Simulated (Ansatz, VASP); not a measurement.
One calculation of MnS, two programs

File INCAR:

```
PREC = Accurate ; ENCUT = 520
EDIFF = 1E-6 ; ISMEAR = 0
SIGMA = 0.03 ; LREAL = F
LASPH = T ; NELM = 150
ALGO = Normal ; ISIF = 2
LWAVE = F ; LCHARG = F
ISPIN = 2 ; MAGMOM = 4 0
LORBIT = 11 ; LMAXMIX = 4
GGA = PE ; NBANDS = 20
```

Contents of KPOINTS:

```
regular mesh
0
Gamma
  9 9 9
```

The input POSCAR:

```
MnS
1.0
    0.0000000000      2.6045000000      2.6045000000
    2.6045000000      0.0000000000      2.6045000000
    2.6045000000      2.6045000000      0.0000000000
Mn S
1 1
Direct
    0.0000000000      0.0000000000      0.0000000000
    0.5000000000      0.5000000000      0.5000000000
```

File input.yaml:

```yaml
crystal:
  lattice:
    - [0.0, 2.6045, 2.6045]
    - [2.6045, 0.0, 2.6045]
    - [2.6045, 2.6045, 0.0]
  atoms:
    - { symbol: Mn, position: [0.0, 0.0, 0.0], spin: 4.0 }
    - { symbol: S, position: [0.5, 0.5, 0.5] }
kpoints:
  mp_grid: { grid: [9, 9, 9] }
scf:
  occupations: { method: gaussian, width: 0.03 }
hamiltonian:
  xc: pbe
  pseudopotentials: { kind: all_electron, lapw: { basis_error: 0.001 } }
magnetization:
  spin_polarized: true
output:
  forces: true
  stress: true
  eigenvalues: true
```

Alike in both runs: task single point; functional PBE; k mesh 9 × 9 × 9; occupations gaussian, width 0.03 eV; collinear spin.

```csv
,VASP,Ansatz
version,VASP 6.6.1,Ansatz 0.2.0
potentials or method,"VASP PAW PBE potentials, release 64 (Mn_pv, S), cutoff 520 eV","all-electron LAPW, scalar-relativistic"
```

```tsv
	VASP	Ansatz	Ansatz less VASP
gap on the k mesh at the Fermi level (eV)	none	none	-
pressure (GPa)	-2.9	-2.8	+0.04
net moment per atom (μB)	2.36	2.36	0.000
size of the moment on the site where the two differ most (μB)	4.26	4.44	+0.176
```

Site moments also hang on the region over which each program counts them. A gap of «none» marks a metal or a gap that the smearing closes. Ansatz ran all-electron here, and VASP with PAW potentials.
